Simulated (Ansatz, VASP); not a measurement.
## Two plane-wave programs on Sb5O

```xyz
6
Lattice="6.2475 0.0000 0.0000 -3.1237 5.4105 0.0000 0.0000 0.0000 5.0244" Properties=species:S:1:pos:R:3 pbc="T T T"
Sb    3.1237    0.0000    2.5122
Sb    1.5619    2.7052    2.5122
Sb   -1.5619    2.7052    2.5122
Sb    0.0000    3.6070    0.0000
Sb    3.1237    1.8035    0.0000
O     0.0000    0.0000    0.0000
```

Change from the starting cell: species swapped into the GdCo5 type (P6/mmm, No. 191).

Alike in both runs: task single point; functional PBE; k mesh 3 × 3 × 4; occupations gaussian, width 0.1 eV; no spin polarisation.

|  | VASP | Ansatz |
| --- | --- | --- |
| version | VASP 6.6.1 | Ansatz 0.2.0 |
| potentials or method | VASP PAW PBE potentials, release 64 (Sb, O), cutoff 520 eV | scalar-relativistic, plane waves, PAW |
| valence electrons in the cell | 31 | 81 |

Ansatz gave:

| Quantity | Value |
| --- | --- |
| gap on the k mesh at the Fermi level (eV) | none |
| pressure (GPa) | 1.4 |
| traceless stress, the component that is largest in VASP (GPa) | 8.61 |

**Question.** Which values does VASP return?

**Answer.** gap on the k mesh at the Fermi level (eV): none; pressure (GPa): 1.4; traceless stress, the component that is largest in VASP (GPa): 8.62.

A gap of «none» marks a metal or a gap that the smearing closes. VASP's potentials hold 31 valence electrons a cell and Ansatz's 81, so a difference there can come from the potentials and not from the codes.

The k mesh is coarse, so the values compare programs but aren't converged. Neither program's run includes spin-orbit coupling.
